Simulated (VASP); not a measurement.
Set up this calculation in VASP 6.6.1, as the native input.

```
Task                   : single point
Functional             : PBEsol
Potentials or basis    : VASP PAW PBE potentials, release 64 (Li_sv)
Cutoff                 : 520 eV
k mesh                 : 16 × 16 × 16
Occupations            : gaussian, width 0.1 eV
Spin                   : no spin polarisation
Dipole correction      : no
Further INCAR settings : ALGO = Normal; EDIFF = 1e-06; NBANDS = 8
```

The structure of Li lies in POSCAR:

```
Li
1.0
   -1.7706668722      1.7706668722      1.7706668722
    1.7706668722     -1.7706668722      1.7706668722
    1.7706668722      1.7706668722     -1.7706668722
Li
1
Direct
    0.0000000000      0.0000000000      0.0000000000
```

This cell differs from its parent crystal: volume scaled by 1.10.

These files were run (other wordings do the same):

INCAR

```
SYSTEM = Li
PREC = Accurate
ENCUT = 520
EDIFF = 1E-6
ISMEAR = 0
SIGMA = 0.1
LREAL = .False.
LASPH = .True.
NELM = 80
ALGO = Normal
ISIF = 2
LWAVE = .False.
LCHARG = .True.
GGA = PS
LELF = .True.
LVHAR = .True.
NBANDS = 8
```

KPOINTS

```
Automatic mesh
0
Gamma
  16 16 16
  0 0 0
```

Potentials or basis: VASP PAW PBE potentials, release 64 (Li_sv).

Launch:

```console
$ cat potpaw_PBE.64/Li_sv/POTCAR > POTCAR
$ mpirun -np 1 vasp_std > vasp.out
```

It took 6.2 s on 1 thread of Intel(R) Xeon(R) 6975P-C (Granite Rapids) (shared host), peak memory 0.13 GiB.
